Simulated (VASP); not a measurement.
Wanted: the native input for a VASP 6.6.1 run.

```
Task                   : single point
Functional             : PBE
Potentials or basis    : VASP PAW PBE potentials, release 64 (Y_sv)
Cutoff                 : 520 eV
k mesh                 : 2 × 2 × 1
Occupations            : fermi-dirac, width 0.1 eV
Spin                   : no spin polarisation
Dipole correction      : no
Further INCAR settings : ALGO = Normal; EDIFF = 1e-07; NBANDS = 18
```

The structure of Y lies in POSCAR:

```
Y
1.0
    3.6535431712      0.0000000000      0.0000000000
   -1.8267715856      3.1640612001      0.0000000000
    0.0000000000      0.0000000000      5.6988610241
Y
2
Direct
    0.3333333333      0.6666666667      0.2500000000
    0.6666666667      0.3333333333      0.7500000000
```

The input as run:

INCAR

```
SYSTEM = Y
PREC     = Accurate       ! precision mode
ENCUT    = 520            ! plane-wave cutoff, eV
EDIFF    = 1E-7           ! SCF threshold, eV
ISMEAR   = -1             ! smearing method
SIGMA    = 0.1            ! smearing width, eV
LREAL    = .FALSE.        ! projectors in reciprocal space
LASPH    = .TRUE.         ! aspherical terms in the spheres
NELM     = 80             ! most SCF steps
ALGO     = Normal         ! electronic algorithm
ISIF     = 2              ! what is computed and relaxed
LWAVE    = .FALSE.        ! write WAVECAR
LCHARG   = .FALSE.        ! write CHGCAR
GGA      = PE             ! functional
NBANDS   = 18             ! bands
```

KPOINTS

```
Automatic mesh
0
G
  2 2 1
  0 0 0
```

Potentials or basis: VASP PAW PBE potentials, release 64 (Y_sv).

Run with:

```console
$ cat potpaw_PBE.64/Y_sv/POTCAR > POTCAR
$ mpirun -np 1 vasp_std > vasp.out
```

Results of the run:

The pressure is -8.5 GPa. The band gap on the k mesh is zero (bands 11 and 12 overlap by 1.02 eV).

Caveat: the k points lie up to 1.10 Å⁻¹ apart, too coarse for converged energies and pressures of a metal.

It took 28 s on 1 thread of Intel Xeon 8259CL, on a shared host, peak memory 0.17 GiB.
